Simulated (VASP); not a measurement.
Crystal: ZnS.

```xyz
6
Lattice="1.9031 1.0987 9.3519 -1.9031 1.0987 9.3519 0.0000 -2.1975 9.3519" Properties=species:S:1:pos:R:3 pbc="T T T"
Zn    0.0000    0.0000   28.0549
Zn    0.0000    0.0000    6.2360
Zn    0.0000    0.0000   12.4740
S     0.0000    0.0000    2.3362
S     0.0000    0.0000   14.8091
S     0.0000    0.0000    8.5671
```

Base run:

- Program: VASP 6.6.1
- Functional: BLYP
- Potentials or basis: VASP PAW PBE potentials, release 64 (Zn, S)
- Cutoff: 500 eV
- k mesh: 6 × 6 × 6
- Occupations: gaussian, width 0.01 eV
- Spin: no spin polarisation

Its results: band gap on the k mesh 2.21 eV; pressure 6.4 GPa; largest force 0.010 eV/Å.

The run is repeated on the same cell with these changes: functional from BLYP to LDA; potentials or basis from VASP PAW PBE potentials, release 64 (Zn, S) to VASP PAW LDA potentials, release 64 (Zn, S). What comes out?

Band gap on the k mesh 1.97 eV; pressure -3.7 GPa; largest force 0.012 eV/Å.

Caveats: the cell stands under pressure (at least some runs); the PAW data sets were made with another functional, which shifts forces and pressure a little (at least some runs); the cell stands under tension (at least some runs).

A k mesh can miss the band edges.
